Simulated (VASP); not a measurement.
Set up this calculation in VASP 6.6.1, as the native input.

```yaml
Task: single point
Functional: r2SCAN0
Potentials_or_basis: VASP PAW PBE potentials, release 64 (Mo_sv)
Cutoff: 520 eV
k_mesh: 6 × 6 × 6
Occupations: fermi-dirac, width 0.1 eV
Spin: no spin polarisation
Dipole_correction: no
Grid_for_exact_exchange_PRECFOCK: Normal
Further_INCAR_settings: ALGO = Normal; EDIFF = 1e-06; NBANDS = 13
Share_of_exact_exchange: 0.25
```

Crystal: Mo.

```
Mo
1.0
     2.59195    0.00000    0.00000
     0.00000    2.59195    0.00000
     0.00000    0.00000    2.59195
Mo
1
Cartesian
  0.0000 0.0000 0.0000
```

This isn't the form of Mo at room conditions, which is bcc.

One way to write it, as run:

POSCAR

```
Mo
1.0
    2.5919480100      0.0000000000      0.0000000000
    0.0000000000      2.5919480100      0.0000000000
    0.0000000000      0.0000000000      2.5919480100
Mo
1
Direct
    0.0000000000      0.0000000000      0.0000000000
```

INCAR.step1

```
SYSTEM = Mo
PREC = Accurate
ENCUT = 520
EDIFF = 1E-5
ISMEAR = -1
SIGMA = 0.1
LREAL = .False.
LASPH = .True.
NELM = 100
ALGO = Normal
ISIF = 2
LWAVE = .True.
LCHARG = .False.
NBANDS = 13
GGA = PE
```

INCAR.step2

```
SYSTEM = Mo
PREC = Accurate
ENCUT = 520
EDIFF = 1E-6
ISMEAR = -1
SIGMA = 0.1
LREAL = .False.
LASPH = .True.
NELM = 100
ALGO = Normal
ISIF = 2
LWAVE = .False.
LCHARG = .False.
METAGGA = R2SCAN
LHFCALC = .True.
AEXX = 0.25
LMIXTAU = .True.
PRECFOCK = Normal
NBANDS = 13
ISTART = 1
```

KPOINTS

```
Automatic mesh
0
Gamma
  6 6 6
  0 0 0
```

Potentials or basis: VASP PAW PBE potentials, release 64 (Mo_sv).

Run with:

```sh
$ cat potpaw_PBE.64/Mo_sv/POTCAR > POTCAR
$ cp INCAR.step1 INCAR
$ mpirun -np 1 vasp_std > vasp.out
$ cp INCAR.step2 INCAR
$ mpirun -np 1 vasp_std > vasp.out
```

It gave:

* Pressure: -6.2 GPa
* Band gap on the k mesh: zero (bands 7 and 8 overlap by 3.23 eV)

Caveat: the k points lie up to 0.40 Å⁻¹ apart, too coarse for converged energies and pressures of a metal; the PAW data sets were made with another functional, which shifts forces and pressure a little.

It took 16 min on 1 thread of Intel(R) Xeon(R) Platinum 8259CL CPU @ 2.50GHz (Skylake/Cascade Lake), with other jobs on the host, peak memory 0.14 GiB.
